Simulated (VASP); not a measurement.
The system is NaCl.

```
Na Cl
1.0
     0.00000    2.81000    2.81000
     2.81000    0.00000    2.81000
     2.81000    2.81000    0.00000
Na Cl
1 1
Direct
  0.00000 0.00000 0.00000
  0.50000 0.50000 0.50000
```

```yaml
Program: VASP 6.6.1
Task: relaxation of cell and atoms
Functional: PBE
Potentials_or_basis: VASP PAW PBE potentials, release 64 (Na_pv, Cl)
Cutoff: 600 eV
k_mesh: 8 × 8 × 8
Occupations: fermi-dirac, width 0.02 eV
Spin: no spin polarisation
```

At the start: pressure 1.1 GPa; volume 22.19 Å³/atom.

Task: Where does the relaxation end?

Result: Over 3 steps the energy falls by 2.9 meV/atom and the volume is 23.14 Å³/atom (+4.3 %); space group Fm-3m (No. 225, to 0.1 Å) before and after.

The path:
| step | energy change (eV) | largest force (eV/Å) | pressure (GPa) | volume (Å³) |
| --- | --- | --- | --- | --- |
| 1 | 0.0000 | 0.0000 | 1.05 | 44.38 |
| 2 | -0.0045 | 0.0000 | 0.52 | 45.32 |
| 3 | -0.0058 | 0.0000 | 0.00 | 46.28 |

Final structure:
```
CELL_PARAMETERS angstrom
0.00000 2.84956 2.84956
2.84956 0.00000 2.84956
2.84956 2.84956 0.00000
ATOMIC_POSITIONS crystal
Na 0.00000 0.00000 0.00000
Cl 0.50000 0.50000 0.50000
```
